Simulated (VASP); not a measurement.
# Ru (Fm-3m) in VASP: a series of runs

Runs on Ru. Level: PBE. Tasks: single point.

Program: VASP 6.6.1. These are calculated values, not measurements. Logs are shortened: lines on timing, memory, paths and dates and some standing lists are left out, and cuts for length are marked.

**1. The cell of the first run**

The structure is cubic, space group Fm-3m (No. 225). The conventional cell has a = 3.780 Å, b = 3.780 Å, c = 3.780 Å, α = 90.00°, β = 90.00°, γ = 90.00°. Ru (site symmetry m-3m) has 12 Ru at 2.67 Å within 3.5 Å.

**2. Single point, PBE**

Contents of INCAR:

```
SYSTEM = Ru
ALGO = Fast ; EDIFF = 1E-6
ENCUT = 520 ; GGA = PE
ISIF = 2 ; ISMEAR = 0
LASPH = .True. ; LCHARG = .False.
LREAL = .False. ; LWAVE = .False.
NBANDS = 13 ; NELM = 60
PREC = Accurate ; SIGMA = 0.05
```

Contents of KPOINTS:

```
k-points
0
Gamma
  8 8 8
  0 0 0
```

Contents of POSCAR:

```
Ru
1.0
    0.0000000000      1.8899002402      1.8899002402
    1.8899002402      0.0000000000      1.8899002402
    1.8899002402      1.8899002402      0.0000000000
Ru
1
Direct
    0.0000000000      0.0000000000      0.0000000000
```

Potentials or basis: VASP PAW PBE potentials, release 64 (Ru_pv).

On the command line:

```sh
> cat potpaw_PBE.64/Ru_pv/POTCAR > POTCAR
> mpirun -np 1 vasp_std > vasp.out
```

OUTCAR:

```text
SYSTEM = Ru
   EDIFF = 1E-6
   ENCUT = 520
   GGA = PE
   ISIF = 2
   ISMEAR = 0
   LASPH = .True.
   LREAL = .False.
   NELM = 60
   PREC = Accurate

 ion  position               nearest neighbor table
   1  0.000  0.000  0.000-

  LATTYP: Found a face centered cubic cell.
 ALAT       =     3.7798004804

  Lattice vectors:

 A1 = (   0.0000000000,   1.8899002402,   1.8899002402)
 A2 = (   1.8899002402,   0.0000000000,   1.8899002402)
 A3 = (   1.8899002402,   1.8899002402,   0.0000000000)

Analysis of symmetry for initial positions (statically):
=====================================================================
 Subroutine PRICEL returns:
 Original cell was already a primitive cell.

 Routine SETGRP: Setting up the symmetry group for a
 face centered cubic supercell.

 Subroutine GETGRP returns: Found 48 space group operations
 (whereof 48 operations were pure point group operations)
 out of a pool of 48 trial point group operations.

The static configuration has the point symmetry O_h .

Analysis of symmetry for dynamics (positions and initial velocities):
=====================================================================
 Subroutine PRICEL returns:
 Original cell was already a primitive cell.

 Routine SETGRP: Setting up the symmetry group for a
 face centered cubic supercell.

 Subroutine GETGRP returns: Found 48 space group operations
 (whereof 48 operations were pure point group operations)
 out of a pool of 48 trial point group operations.

The dynamic configuration has the point symmetry O_h .

 Subroutine INISYM returns: Found 48 space group operations
 (whereof 48 operations are pure point group operations),
 and found     1 'primitive' translations

----------------------------------------------------------------------------------------

                                     Primitive cell

  volume of cell :      13.5004

  direct lattice vectors                    reciprocal lattice vectors
     0.000000000  1.889900240  1.889900240    -0.264564229  0.264564229  0.264564229
     1.889900240  0.000000000  1.889900240     0.264564229 -0.264564229  0.264564229
     1.889900240  1.889900240  0.000000000     0.264564229  0.264564229 -0.264564229

  length of vectors
     2.672722551  2.672722551  2.672722551     0.458238687  0.458238687  0.458238687

  position of ions in fractional coordinates (direct lattice)
     0.000000000  0.000000000  0.000000000

  ion indices of the primitive-cell ions
   primitive index   ion index
                 1           1

----------------------------------------------------------------------------------------

 KPOINTS: k-points

Automatic generation of k-mesh.
 Grid dimensions read from file:
 generate k-points for:    8    8    8

 Generating k-lattice:

  Cartesian coordinates                     Fractional coordinates (reciprocal lattice)
    -0.033070529  0.033070529  0.033070529     0.125000000  0.000000000  0.000000000
     0.033070529 -0.033070529  0.033070529     0.000000000  0.125000000  0.000000000
     0.033070529  0.033070529 -0.033070529     0.000000000  0.000000000  0.125000000

  Length of vectors
     0.057279836  0.057279836  0.057279836

  Shift w.r.t. Gamma in fractional coordinates (k-lattice)
     0.000000000  0.000000000  0.000000000

 Subroutine IBZKPT returns following result:
 ===========================================

 Found     29 irreducible k-points:

 Following reciprocal coordinates:
            Coordinates               Weight
  0.000000  0.000000  0.000000      1.000000
  0.125000  0.000000  0.000000      8.000000
  0.250000  0.000000  0.000000      8.000000
  0.375000  0.000000  0.000000      8.000000
  0.500000  0.000000  0.000000      4.000000
  0.125000  0.125000  0.000000      6.000000
[... 16 lines left out ...]
  0.500000  0.250000  0.125000     48.000000
 -0.375000  0.250000  0.125000     24.000000
 [... further k-points ...]
   k-points           NKPTS =     29   k-points in BZ     NKDIM =     29   number of bands    NBANDS=     13
   number of dos      NEDOS =    301   number of ions     NIONS =      1
   total plane-waves  NPLWV =   8000
   dimension x,y,z NGX =    20 NGY =   20 NGZ =   20
   dimension x,y,z NGXF=    40 NGYF=   40 NGZF=   40
   ions per type =               1
   NGX,Y,Z   is equivalent  to a cutoff of  12.44, 12.44, 12.44 a.u.
   NGXF,Y,Z  is equivalent  to a cutoff of  24.88, 24.88, 24.88 a.u.
 SYSTEM =  Ru
   PREC   = accura    normal or accurate (medium, high low for compatibility)
   ISTART =      0    job   : 0-new  1-cont  2-samecut
   ICHARG =      2    charge: 1-file 2-atom 10-const
   ISPIN  =      1    spin polarized calculation?
   LNONCOLLINEAR =      F non collinear calculations
   LSORBIT =      F    spin-orbit coupling
   LASPH  =      T    aspherical Exc in radial PAW
   ENCUT  =  520.0 eV  38.22 Ry    6.18 a.u.   4.97  4.97  4.97*2*pi/ulx,y,z
   NELM   =     60;   NELMIN=  2; NELMDL= -5     # of ELM steps
   EDIFF  = 0.1E-05   stopping-criterion for ELM
   LREAL  =      F    real-space projection
   EDIFFG = 0.1E-04   stopping-criterion for IOM
   NSW    =      0    number of steps for IOM
   IBRION =     -1    ionic relax: 0-MD 1-quasi-New 2-CG
   NFREE  =      0    steps in history (QN), initial steepest desc. (CG)
   ISIF   =      2    stress and relaxation
   ISYM   =      2    0-nonsym 1-usesym 2-fastsym
   POTIM  = 0.5000    time-step for ionic-motion
   TEBEG  =    0.0;   TEEND  =   0.0 temperature during run
   PSTRESS=    0.0 pullay stress
   NELECT =      14.0000    total number of electrons
   NUPDOWN=      -1.0000    fix difference up-down
   EMIN   =  10.00;   EMAX   =-10.00  energy-range for DOS
   EFERMI =   0.00;   METHOD = LEGACY
   ISMEAR =     0;   SIGMA  =   0.05  broadening in eV -4-tet -1-fermi 0-gaus
   EFERMI_NEDOS =   21; number of points for ismear=-14 and -15
   IALGO  =     68    algorithm
   IMIX   =      4    mixing-type and parameters
     AMIX     =   0.40;   BMIX     =  1.00
     AMIX_MAG =   1.60;   BMIX_MAG =  1.00
  volume/ion in A,a.u.               =      13.50        91.11
  Fermi-wavevector in a.u.,A,eV,Ry     =   1.657049  3.131368 37.359023  2.745811
  Thomas-Fermi vector in A             =   2.744869
   LORBIT       =      0    0 simple, 1 ext, 2 COOP (PROOUT), +10 PAW based schemes
   GGA     = PE    functional components
   LHFCALC =     F    Hartree Fock is set to
   AEXX    =    0.0000 exact exchange contribution
   IVDW    =     0    specifies the selected vdW correction
   LEPSILON=     F    determine dielectric tensor
   LRPA    =     F    only Hartree local field effects (RPA)
 non-spin polarized calculation
 RMM-DIIS sequential band-by-band and
 Gauss-broadening in eV      SIGMA  =   0.05
  energy-cutoff  :      520.00
  volume of cell :       13.50
 maximum number of plane-waves:       380
   NGX =  9   NGY =  9   NGZ =  9

 number of electron      14.0000006 magnetization

 Free energy of the ion-electron system (eV)
  ---------------------------------------------------
  ext. energy  EPLUGINS =         0.00000000
  ---------------------------------------------------
  free energy    TOTEN  =        -9.15275884 eV

  energy without entropy =       -9.15126329  energy(sigma->0) =       -9.15201107

 E-fermi :  12.7028     XC(G=0): -14.1511

 val. band max:       12.6630759757   @ k =  -0.3750   0.3750   0.1250
 cond. band min:      12.7377378677   @ k =   0.0000   0.0000   0.0000
 fundamental gap:      0.0746618920
 Fermi energy:        12.7027687117

 k-point     1 :       0.0000    0.0000    0.0000
  band No.  band energies     occupation
      1     -29.5554      2.00000
      2     -29.5554      2.00000
      3     -29.5554      2.00000
      4       4.9197      2.00000
      5      10.2649      2.00000
      6      10.2649      2.00000
      7      10.2649      2.00000
      8      12.7377      0.32263
      9      12.7377      0.32263
     10      23.4205      0.00000
     11      27.9131      0.00000
     12      33.6864      0.00000
     13      33.6864      0.00000

 k-point     2 :       0.1250    0.0000    0.0000
  band No.  band energies     occupation
      1     -29.7222      2.00000
      2     -29.5772      2.00000
      3     -29.5772      2.00000
      4       5.5602      2.00000
      5       9.9679      2.00000
      6      10.5123      2.00000
      7      10.5123      2.00000
      8      12.6026      1.99538
      9      12.6026      1.99538
     10      23.4205      0.00000
     11      28.9504      0.00000
     12      31.3047      0.00000
     13      34.7571      0.00000

 k-point     3 :       0.2500    0.0000    0.0000
  band No.  band energies     occupation
      1     -30.1139      2.00000
      2     -29.6291      2.00000
      3     -29.6291      2.00000
      4       6.7735      2.00000
      5      10.0263      2.00000
      6      10.6681      2.00000
      7      10.6681      2.00000
      8      12.9019      0.00000
      9      12.9019      0.00000
     10      23.4203      0.00000
     11      28.0700      0.00000
     12      30.3041      0.00000
     13      37.5080      0.00000
[... 305 lines left out ...]
 k-point    23 :       0.5000    0.2500    0.1250
  band No.  band energies     occupation
      1     -30.4092      2.00000
      2     -29.9520      2.00000
      3     -29.7594      2.00000
      4       8.0872      2.00000
      5       9.1900      2.00000
      6       9.8674      2.00000
      7      11.8048      2.00000
      8      13.7324      0.00000
      9      17.1651      0.00000
     10      23.4196      0.00000
     11      25.5119      0.00000
     12      29.4337      0.00000
     13      30.8867      0.00000

 k-point    24 :      -0.3750    0.2500    0.1250
  band No.  band energies     occupation
      1     -30.4960      2.00000
      2     -29.9897      2.00000
      3     -29.7933      2.00000
      4       8.0190      2.00000
      5       8.9074      2.00000
      6      10.6768      2.00000
      7      11.4692      2.00000
      8      14.3755      0.00000
      9      19.2843      0.00000
     10      22.5612      0.00000
     11      23.4238      0.00000
     12      29.2533      0.00000
     13      30.4818      0.00000

 [... further k-points ...]
[... 5 lines left out ...]
  --------------------------------------------------------------------------------------
  -------------------------------------------------------------------------------------
  Total        0.5698172      0.5698172      0.5698172      0.0000000      0.0000000     -0.0000000
  in kB       67.6237941     67.6237941     67.6237941      0.0000000      0.0000000     -0.0000000
  external PRESSURE =      67.6237941 kB  Pullay stress =       0.0000000 kB

 VOLUME and BASIS-vectors are now :
 -----------------------------------------------------------------------------
  energy-cutoff  :      520.00
  volume of cell :       13.50
      direct lattice vectors                 reciprocal lattice vectors
     0.000000000  1.889900240  1.889900240    -0.264564229  0.264564229  0.264564229
     1.889900240  0.000000000  1.889900240     0.264564229 -0.264564229  0.264564229
     1.889900240  1.889900240  0.000000000     0.264564229  0.264564229 -0.264564229

 POSITION                                       TOTAL-FORCE (eV/Angst)
 -----------------------------------------------------------------------------------
      0.00000      0.00000      0.00000        -0.000000     -0.000000     -0.000000
 -----------------------------------------------------------------------------------
    total drift:                                0.000000      0.000000      0.000000

  FREE ENERGIE OF THE ION-ELECTRON SYSTEM (eV)
  ---------------------------------------------------
  free  energy   TOTEN  =        -9.1527588428 eV

  energy  without entropy=       -9.1512632874  energy(sigma->0) =       -9.15201107
```

Run time: 2.9 s. Hardware: 1 thread of Intel Xeon 6975P-C (Granite Rapids), shared host; peak memory 0.12 GiB.

Results:

* Free energy: -9.1528 eV
* Pressure: 6.8 GPa
* Band gap on the k mesh: zero (band 7 reaches 15.15 eV, above the bottom of band 8 at 11.98 eV)

**3. Single point, PBE**

This run uses another cell than the first one, of 13.79 Å³/atom, 1.022 times its volume.

Contents of INCAR:

```
SYSTEM = Ru
ALGO = Normal
EDIFF = 1E-6
ENCUT = 500
GGA = PE
GGA_COMPAT = .FALSE.
ISIF = 2
ISMEAR = 0
LASPH = .TRUE.
LCHARG = .FALSE.
LREAL = .FALSE.
LWAVE = .FALSE.
NBANDS = 13
NELM = 120
PREC = Accurate
SIGMA = 0.05
```

Contents of KPOINTS:

```
k-points
0
G
  8 8 8
  0 0 0
```

Contents of POSCAR:

```
Ru
1.0
    0.0000000000      1.9033641155      1.9033641155
    1.9033641155      0.0000000000      1.9033641155
    1.9033641155      1.9033641155      0.0000000000
Ru
1
Direct
    0.0000000000      0.0000000000      0.0000000000
```

Potentials or basis: VASP PAW PBE potentials, release 64 (Ru_pv).

On the command line:

```sh
> cat potpaw_PBE.64/Ru_pv/POTCAR > POTCAR
> mpirun -np 1 vasp_std > vasp.out
```

Wall time 4.1 s (1 thread of AMD EPYC 7R13 (Zen 3), shared host); peak memory 0.09 GiB.

The run converged. Its results:

```
Free energy            : -9.1589 eV
Pressure               : -0.1 GPa
Band gap on the k mesh : zero (band 7 reaches 14.69 eV, above the bottom of band 8 at 11.63 eV)
```

Levels at points of the mesh, in eV from the Fermi level:
```tsv
k point	band 4	band 5	band 6	band 7	band 8	band 9	band 10	band 11
(0.00, 0.00, 0.00)	-7.67	-2.37	-2.37	-2.37	0.03	0.03	10.73	15.22
(0.50, 0.00, 0.00)	-5.80	-2.49	-2.49	1.16	1.86	1.86	10.05	10.74
(0.50, 0.50, 0.00)	-6.10	-5.63	1.81	2.36	2.36	3.77	10.73	13.52
```

**4. Single point, PBE**

This run uses another cell than the first one, of 14.12 Å³/atom, 1.046 times its volume.

Contents of INCAR:

```
PREC = Accurate
ENCUT = 500
EDIFF = 1E-6
ISMEAR = 0
SIGMA = 0.05
LREAL = False
LASPH = True
NELM = 120
ALGO = Normal
ISIF = 2
LWAVE = False
LCHARG = True
GGA = PE
LELF = True
LVHAR = True
NBANDS = 13
GGA_COMPAT = False
```

Contents of KPOINTS:

```
Automatic mesh
0
Gamma
  8 8 8
```

Contents of POSCAR:

```
Ru
1.0
    0.0000000000      1.9182658906      1.9182658906
    1.9182658906      0.0000000000      1.9182658906
    1.9182658906      1.9182658906      0.0000000000
Ru
1
Direct
    0.0000000000      0.0000000000      0.0000000000
```

On the command line:

```sh
> cat potpaw_PBE.64/Ru_pv/POTCAR > POTCAR
> mpirun -np 1 vasp_std > vasp.out
```

Run time: 4.2 s. Hardware: 1 thread of AMD EPYC 7R13 (Zen 3), shared host; peak memory 0.09 GiB.

It converged, with:

* Free energy: -9.1519 eV
* Pressure: -6.9 GPa
* Band gap on the k mesh: zero (band 7 reaches 14.19 eV, above the bottom of band 8 at 11.25 eV)

Levels at points of the mesh, in eV from the Fermi level:
```tsv
k point	band 4	band 5	band 6	band 7	band 8	band 9	band 10	band 11
(0.00, 0.00, 0.00)	-7.54	-2.29	-2.29	-2.29	0.02	0.02	10.75	15.22
(0.50, 0.00, 0.00)	-5.64	-2.40	-2.40	1.14	1.78	1.78	9.75	10.76
(0.50, 0.50, 0.00)	-5.90	-5.44	1.74	2.27	2.27	3.69	10.75	13.31
```

**5. Overview**

```tsv
cell	cutoff (eV)	gap on the mesh (eV)	pressure (GPa)
a = 2.673 Å, angles 60.0°, 1 atom	520	none	6.8
a = 2.692 Å, angles 60.0°, 1 atom	500	none	-0.1
a = 2.713 Å, angles 60.0°, 1 atom	500	none	-6.9
```

Alike in all rows: task single point; level PBE; potentials or basis VASP PAW PBE potentials, release 64 (Ru_pv); no spin polarisation; k mesh 8 × 8 × 8; smearing gaussian 0.05 eV.

Total energies depend on the potentials used, so only differences within one code and one set of settings carry meaning.
